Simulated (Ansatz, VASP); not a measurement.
# ZrTi3C4: VASP beside Ansatz

```xyz
8
Lattice="4.4441 0.0000 0.0000 0.0000 4.4441 0.0000 0.0000 0.0000 4.4441" Properties=species:S:1:pos:R:3 pbc="T T T"
Zr    0.0000    0.0000    0.0000
Ti    2.2220    0.0000    2.2220
Ti    2.2220    2.2220    0.0000
Ti    0.0000    2.2220    2.2220
C     0.0000    2.2220    0.0000
C     2.2220    2.2220    2.2220
C     0.0000    0.0000    2.2220
C     2.2220    0.0000    0.0000
```

Alike in both runs: functional PBE; k mesh 8 × 8 × 8; occupations gaussian, width 0.1 eV; no spin polarisation.

Ansatz relaxed the structure, and its values are those at the end. VASP's run is a single point on that final structure, the one shown.

```csv
,VASP,Ansatz
version,VASP 6.6.1,Ansatz 0.2.0
potentials or method,"VASP PAW PBE potentials, release 64 (Zr_sv, Ti_sv, C), cutoff 520 eV","scalar-relativistic, plane waves, PAW"
valence electrons in the cell,64,64
```

VASP gave:

| Property | Result |
| --- | --- |
| gap on the k mesh at the Fermi level (eV) | none |
| pressure (GPa) | 0.3 |

Task: Estimate Ansatz's values.

Result: gap on the k mesh at the Fermi level (eV): none; pressure (GPa): 0.0.

A gap of «none» marks a metal or a gap that the smearing closes. The functional is the same, so the differences come from potentials, cutoffs and numerics.
